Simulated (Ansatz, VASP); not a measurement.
One calculation of CaMg, two programs

```xyz
2
Lattice="3.8101 0.0000 0.0000 0.0000 3.8101 0.0000 0.0000 0.0000 4.3785" Properties=species:S:1:pos:R:3 pbc="T T T"
Ca    0.0000    0.0000    0.0000
Mg    1.9050    1.9050    2.1893
```

Alike in both runs: task single point; functional LDA; k mesh 14 × 14 × 14; occupations gaussian, width 0.15 eV; no spin polarisation.

```csv
,VASP,Ansatz
version,VASP 6.6.1,Ansatz 0.2.0
potentials or method,"VASP PAW LDA potentials, release 64 (Ca_sv, Mg), cutoff 520 eV","scalar-relativistic, plane waves, PAW"
valence electrons in the cell,12,20
```

|  | VASP | Ansatz | Ansatz less VASP |
| --- | --- | --- | --- |
| gap on the k mesh at the Fermi level (eV) | none | none | - |
| pressure (GPa) | -2.5 | -2.4 | +0.17 |
| traceless stress, the component that is largest in VASP (GPa) | -0.63 | -0.60 | +0.022 |

LDA's correlation is that of Perdew and Zunger in VASP and of Perdew and Wang (1992) in Ansatz. A gap of «none» marks a metal or a gap that the smearing closes. VASP's potentials hold 12 valence electrons a cell and Ansatz's 20, so a difference there can come from the potentials and not from the codes.
